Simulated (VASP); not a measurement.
The system is W.

```
CELL_PARAMETERS angstrom
-1.58234 1.58234 1.58234
1.58234 -1.58234 1.58234
1.58234 1.58234 -1.58234
ATOMIC_POSITIONS crystal
W 0.00000 0.00000 0.00000
```

| Item | Value |
| --- | --- |
| Program | VASP 6.6.1 |
| Task | relaxation of cell and atoms |
| Functional | LDA |
| Potentials or basis | VASP PAW LDA potentials, release 64 (W_sv) |
| Cutoff | 600 eV |
| k mesh | 15 × 15 × 15 |
| Occupations | fermi-dirac, width 0.05 eV |
| Spin | no spin polarisation |

At the start: pressure -6.9 GPa; volume 15.85 Å³/atom.

Task: How do energy, volume and symmetry change on relaxing?

Result: Over 4 steps the energy falls by 7.3 meV/atom and the volume is 15.51 Å³/atom (-2.1 %); space group Im-3m (No. 229, to 0.05 Å).

The path:
```tsv
step	energy change (eV)	largest force (eV/Å)	pressure (GPa)	volume (Å³)
1	0.0000	0.0000	-6.87	15.85
2	0.0979	0.0000	30.72	14.34
3	-0.0073	0.0000	-0.26	15.52
4	-0.0073	0.0000	-0.05	15.51
```

Final structure:
```
W
1.0
    -1.57109    1.57109    1.57109
     1.57109   -1.57109    1.57109
     1.57109    1.57109   -1.57109
W
1
Direct
  0.00000 0.00000 0.00000
```
